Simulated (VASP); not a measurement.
# GaN (P1) in VASP: single point with PBE

Aim: the single point of GaN with PBE.

All numbers are computed with VASP 6.6.1; they aren't measurements. Logs are shortened: lines on timing, memory, paths and dates and some standing lists are left out, and cuts for length are marked.

## (1) The cell of the first run

The typed cell holds 192 atoms: a = 12.756 Å, b = 12.756 Å, c = 15.577 Å, α = 90.00°, β = 90.00°, γ = 120.00°.

## (2) Single point, PBE

INCAR reads:

```
SYSTEM = GaN
PREC = Accurate ; ENCUT = 600
EDIFF = 1E-6 ; ISMEAR = 0
SIGMA = 0.01 ; LREAL = Auto
LASPH = .True. ; NELM = 120
ALGO = Normal ; ISIF = 2
LWAVE = .False. ; LCHARG = .True.
GGA = PE ; LELF = .True.
LVHAR = .True. ; NBANDS = 966
GGA_COMPAT = .False. ; NCORE = 4
```

KPOINTS reads:

```
regular mesh
0
Gamma
  1 1 1
  0 0 0
```

POSCAR reads:

```
GaN
1.0
   12.7557200000      0.0000000000      0.0000000000
   -6.3778600000     11.0467800000      0.0000000000
    0.0000000000      0.0000000000     15.5770710000
Ga N
96 96
Direct
    0.1739990000      0.0812550000      0.1673750000
    0.0837930000      0.1692860000      0.3294280000
    0.1638230000      0.0846570000      0.4982890000
    0.0733050000      0.1704010000      0.6653550000
    0.1618460000      0.0878600000      0.8297780000
    0.0826850000      0.1667270000      1.0002570000
[... 184 lines left out ...]
    0.9121700000      0.8366810000      0.9598830000
    0.8295990000      0.9141380000      0.7923300000
```

Potentials or basis: VASP PAW PBE potentials, release 64 (Ga_d, N).

On the command line:

```console
> cat potpaw_PBE.64/Ga_d/POTCAR potpaw_PBE.64/N/POTCAR > POTCAR
> mpirun -np 8 vasp_gam > vasp.out
```

OUTCAR:

```text
SYSTEM = GaN
   PREC = Accurate
   ENCUT = 600
   EDIFF = 1E-6
   ISMEAR = 0
   LREAL = Auto
   LASPH = .True.
   NELM = 120
   ISIF = 2
   GGA = PE

 ion  position               nearest neighbor table
   1  0.174  0.081  0.167- 122 1.87  97 1.90 116 1.90  98 2.07
   2  0.084  0.169  0.329- 169 1.92 103 1.97  97 1.98 100 2.02
   3  0.164  0.085  0.498- 100 1.87 118 1.94 124 1.94  99 1.99
   4  0.073  0.170  0.665- 171 1.85 105 1.95 102 1.96  99 2.05
   5  0.162  0.088  0.830- 102 1.84 101 1.86 126 1.99 120 2.00
   6  0.083  0.167  0.000- 107 1.93  98 1.94 173 1.95 101 1.99
[... 184 lines left out ...]
 191  0.912  0.837  0.960-  96 1.82  90 1.92  24 1.97  95 2.00
 192  0.830  0.914  0.792-  71 1.90  95 1.95  77 1.97  94 2.03

  LATTYP: Found a hexagonal cell.
 ALAT       =    12.7557200000
 C/A-ratio  =     1.2211832025

  Lattice vectors:

 A1 = (  12.7557200000,   0.0000000000,   0.0000000000)
 A2 = (  -6.3778600000,  11.0467800000,   0.0000000000)
 A3 = (   0.0000000000,   0.0000000000,  15.5770710000)

Analysis of symmetry for initial positions (statically):
=====================================================================
 Subroutine PRICEL returns:
 Original cell was already a primitive cell.

 Routine SETGRP: Setting up the symmetry group for a
 hexagonal supercell.

 Subroutine GETGRP returns: Found  1 space group operations
 (whereof  1 operations were pure point group operations)
 out of a pool of 24 trial point group operations.

The static configuration has the point symmetry C_1 .

Analysis of symmetry for dynamics (positions and initial velocities):
=====================================================================
 Subroutine PRICEL returns:
 Original cell was already a primitive cell.

 Routine SETGRP: Setting up the symmetry group for a
 hexagonal supercell.

 Subroutine GETGRP returns: Found  1 space group operations
 (whereof  1 operations were pure point group operations)
 out of a pool of 24 trial point group operations.

The dynamic configuration has the point symmetry C_1 .

 Subroutine INISYM returns: Found  1 space group operations
 (whereof  1 operations are pure point group operations),
 and found     1 'primitive' translations

----------------------------------------------------------------------------------------

                                     Primitive cell

  volume of cell :    2194.9594

  direct lattice vectors                    reciprocal lattice vectors
    12.755720000  0.000000000  0.000000000     0.078396202  0.045262058  0.000000000
    -6.377860000 11.046780000  0.000000000     0.000000000  0.090524117  0.000000000
     0.000000000  0.000000000 15.577071000     0.000000000  0.000000000  0.064196921

  length of vectors
    12.755720000 12.755722110 15.577071000     0.090524132  0.090524117  0.064196921

  position of ions in fractional coordinates (direct lattice)
     0.173999000  0.081255000  0.167375000
     0.083793000  0.169286000  0.329428000
     0.163823000  0.084657000  0.498289000
     0.073305000  0.170401000  0.665355000
     0.161846000  0.087860000  0.829778000
     0.082685000  0.166727000  0.000257000
[... 151 lines left out ...]
     0.583911000  0.670662000  0.125519000
     0.665038000  0.587569000  0.622128000
   k-points           NKPTS =      1   k-points in BZ     NKDIM =      1   number of bands    NBANDS=    966
   number of dos      NEDOS =    301   number of ions     NIONS =    192
   total plane-waves  NPLWV = ******
   dimension x,y,z NGX =   108 NGY =  108 NGZ =  126
   dimension x,y,z NGXF=   216 NGYF=  216 NGZF=  252
   ions per type =              96  96
   NGX,Y,Z   is equivalent  to a cutoff of  14.08, 14.08, 13.45 a.u.
   NGXF,Y,Z  is equivalent  to a cutoff of  28.15, 28.15, 26.89 a.u.
 SYSTEM =  GaN
   PREC   = accura    normal or accurate (medium, high low for compatibility)
   ISTART =      0    job   : 0-new  1-cont  2-samecut
   ICHARG =      2    charge: 1-file 2-atom 10-const
   ISPIN  =      1    spin polarized calculation?
   LNONCOLLINEAR =      F non collinear calculations
   LSORBIT =      F    spin-orbit coupling
   LASPH  =      T    aspherical Exc in radial PAW
   ENCUT  =  600.0 eV  44.10 Ry    6.64 a.u.  25.48 25.48 31.11*2*pi/ulx,y,z
   NELM   =    120;   NELMIN=  2; NELMDL= -5     # of ELM steps
   EDIFF  = 0.1E-05   stopping-criterion for ELM
   LREAL  =      T    real-space projection
   EDIFFG = 0.1E-04   stopping-criterion for IOM
   NSW    =      0    number of steps for IOM
   IBRION =     -1    ionic relax: 0-MD 1-quasi-New 2-CG
   NFREE  =      0    steps in history (QN), initial steepest desc. (CG)
   ISIF   =      2    stress and relaxation
   ISYM   =      2    0-nonsym 1-usesym 2-fastsym
   POTIM  = 0.5000    time-step for ionic-motion
   TEBEG  =    0.0;   TEEND  =   0.0 temperature during run
   PSTRESS=    0.0 pullay stress
   NELECT =    1728.0000    total number of electrons
   NUPDOWN=      -1.0000    fix difference up-down
   EMIN   =  10.00;   EMAX   =-10.00  energy-range for DOS
   EFERMI =   0.00;   METHOD = LEGACY
   ISMEAR =     0;   SIGMA  =   0.01  broadening in eV -4-tet -1-fermi 0-gaus
   EFERMI_NEDOS =   21; number of points for ismear=-14 and -15
   IALGO  =     38    algorithm
   IMIX   =      4    mixing-type and parameters
     AMIX     =   0.40;   BMIX     =  1.00
     AMIX_MAG =   1.60;   BMIX_MAG =  1.00
  volume/ion in A,a.u.               =      11.43        77.15
  Fermi-wavevector in a.u.,A,eV,Ry     =   1.511636  2.856578 31.089906  2.285044
  Thomas-Fermi vector in A             =   2.621667
   LORBIT       =      0    0 simple, 1 ext, 2 COOP (PROOUT), +10 PAW based schemes
   GGA     = PE    functional components
   LHFCALC =     F    Hartree Fock is set to
   AEXX    =    0.0000 exact exchange contribution
   IVDW    =     0    specifies the selected vdW correction
   LEPSILON=     F    determine dielectric tensor
   LRPA    =     F    only Hartree local field effects (RPA)
 non-spin polarized calculation
 Gauss-broadening in eV      SIGMA  =   0.01
  energy-cutoff  :      600.00
  volume of cell :     2194.96
 maximum number of plane-waves:     36608
 NGX is ok and might be reduce to   108
   NGX = 51   NGY = 51   NGZ = 63

 number of electron    1728.0000054 magnetization

 Free energy of the ion-electron system (eV)
  ---------------------------------------------------
  ext. energy  EPLUGINS =         0.00000000
  ---------------------------------------------------
  free energy    TOTEN  =     -1155.19434267 eV

  energy without entropy =    -1155.19434267  energy(sigma->0) =    -1155.19434267

 E-fermi :   5.4580     XC(G=0): -11.6586

 val. band max:        5.3866454351   @ k =   0.0000   0.0000   0.0000
 cond. band min:       7.1905795239   @ k =   0.0000   0.0000   0.0000
 fundamental gap:      1.8039340888
 Fermi energy:         5.4579952814

 k-point     1 :       0.0000    0.0000    0.0000
  band No.  band energies     occupation
      1     -10.7935      2.00000
      2     -10.6200      2.00000
      3     -10.5245      2.00000
      4     -10.4408      2.00000
      5     -10.4120      2.00000
      6     -10.3836      2.00000
[... 868 lines left out ...]
    875       9.4404      0.00000
    876       9.4728      0.00000
 [bands above 876 left out]

------------------------ aborting loop because EDIFF is reached ----------------------------------------

  FORCE on cell =-STRESS in cart. coord.  units (eV):
  Direction    XX          YY          ZZ          XY          YZ          ZX
  --------------------------------------------------------------------------------------
  -------------------------------------------------------------------------------------
  Total       89.7838958     88.3573020     77.0146782      1.6316424      0.5925374      1.1663120
  in kB       65.5363947     64.4950742     56.2156978      1.1909926      0.4325137      0.8513318
  external PRESSURE =      62.0823889 kB  Pullay stress =       0.0000000 kB

 VOLUME and BASIS-vectors are now :
 -----------------------------------------------------------------------------
  energy-cutoff  :      600.00
  volume of cell :     2194.96
      direct lattice vectors                 reciprocal lattice vectors
    12.755720000  0.000000000  0.000000000     0.078396202  0.045262058  0.000000000
    -6.377860000 11.046780000  0.000000000     0.000000000  0.090524117  0.000000000
     0.000000000  0.000000000 15.577071000     0.000000000  0.000000000  0.064196921

 POSITION                                       TOTAL-FORCE (eV/Angst)
 -----------------------------------------------------------------------------------
      1.70125      0.89761      2.60721        -1.828393      0.228504     -0.186928
     -0.01084      1.87007      5.13152         0.337620      0.090826      0.660901
      1.54975      0.93519      7.76188         0.571281     -0.202474      0.695325
     -0.15174      1.88238     10.36428         2.180228      0.100540     -0.054446
      1.50410      0.97057     12.92551         1.741642     -1.280491     -0.357869
     -0.00865      1.84180      0.00400         0.102751     -0.445993     -0.192335
[... 184 lines left out ...]
      6.29915      9.24263     14.95217         2.084449     -0.730526     -0.800775
      4.75189     10.09828     12.34218         0.574365      0.734527     -0.766875
 -----------------------------------------------------------------------------------
    total drift:                                0.000262     -0.012267     -0.013039

  FREE ENERGIE OF THE ION-ELECTRON SYSTEM (eV)
  ---------------------------------------------------
  free  energy   TOTEN  =     -1155.1943426745 eV

  energy  without entropy=    -1155.1943426745  energy(sigma->0) =    -1155.19434267
```

Run time: 9.6 min. Hardware: 8 MPI ranks of AMD EPYC 9R45 (Zen 5), shared host; peak memory 0.58 GiB.

Results:

- Free energy: -1155.1943 eV
- Pressure: 6.2 GPa
- Largest force: 3.654 eV/Å
- Band gap on the k mesh: 1.80 eV

Stress tensor (GPa, compression positive):
```
6.55 0.12 0.09
0.12 6.45 0.04
0.09 0.04 5.62
```

Levels at points of the mesh, in eV from the valence-band top:
```csv
k point,band 860,band 861,band 862,band 863,band 864,band 865,band 866,band 867,band 868,band 869
"(0.00, 0.00, 0.00)",-0.26,-0.23,-0.03,-0.01,0.00,1.80,3.43,3.47,3.86,3.90
```

Caveat: the k points lie up to 0.57 Å⁻¹ apart; forces of over 1 eV/Å act on the atoms, so gaps and moduli don't describe the material at rest.
